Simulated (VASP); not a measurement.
The system is Sm2B2Rh.

```
Sm B Rh
1.0
     3.58075    0.00000    0.00000
    -1.79038    3.10102    0.00000
     0.00000    0.00000    7.78184
Sm B Rh
2 2 1
Direct
  0.00000 0.00000 0.82120
  0.00000 0.00000 0.17880
  0.33333 0.66667 0.50000
  0.66667 0.33333 0.50000
  0.00000 0.00000 0.50000
```

The cell was built from a structure type or drawn by symmetry, and may not be a known phase.

| Item | Value |
| --- | --- |
| Program | VASP 6.6.1 |
| Task | relaxation of cell and atoms |
| Functional | PBE |
| Potentials or basis | VASP PAW PBE potentials, release 64 (Sm_3, B, Rh_pv), 4f in core |
| Cutoff | 500 eV |
| k mesh | 6 × 6 × 2 |
| Occupations | gaussian, width 0.1 eV |
| Spin | no spin polarisation |

At the start: pressure 18.4 GPa; volume 17.28 Å³/atom.

How do energy, volume and symmetry change on relaxing?

Over 11 steps the energy falls by 197.7 meV/atom and the volume is 20.62 Å³/atom (+19.3 %); space group P6/mmm (No. 191, to 0.1 Å) before and after.

Step by step:
```
step  energy change (eV)  largest force (eV/Å)  pressure (GPa)  volume (Å³)
   1              0.0000                0.9526           18.36        86.41
   2             -0.4768                1.1151           -9.34       113.32
   3             -0.8501                0.6016           -1.36       100.56
   4             -0.9507                0.3367            1.43        99.67
   5             -0.9513                0.3205            1.69        99.59
   6             -0.9759                0.2928           -0.02       102.16
   7             -0.9777                0.2821           -0.60       103.06
   8             -0.9863                0.1186           -0.13       102.94
   9             -0.9878                0.0184            0.18       102.87
  10             -0.9881                0.0057           -0.26       103.23
  11             -0.9884                0.0038           -0.09       103.09
```

Final structure:
```
CELL_PARAMETERS angstrom
3.65698 0.00000 0.00000
-1.82849 3.16703 0.00000
0.00000 0.00000 8.90099
ATOMIC_POSITIONS crystal
Sm 0.00000 0.00000 0.81426
Sm 0.00000 0.00000 0.18574
B 0.33333 0.66667 0.50000
B 0.66667 0.33333 0.50000
Rh 0.00000 0.00000 0.50000
```

Caveat: the k points lie up to 0.35 Å⁻¹ apart in the final cell, too coarse for converged energies and pressures of a metal; the volume moved by over 15 % at a fixed basis, so the end points are rough.
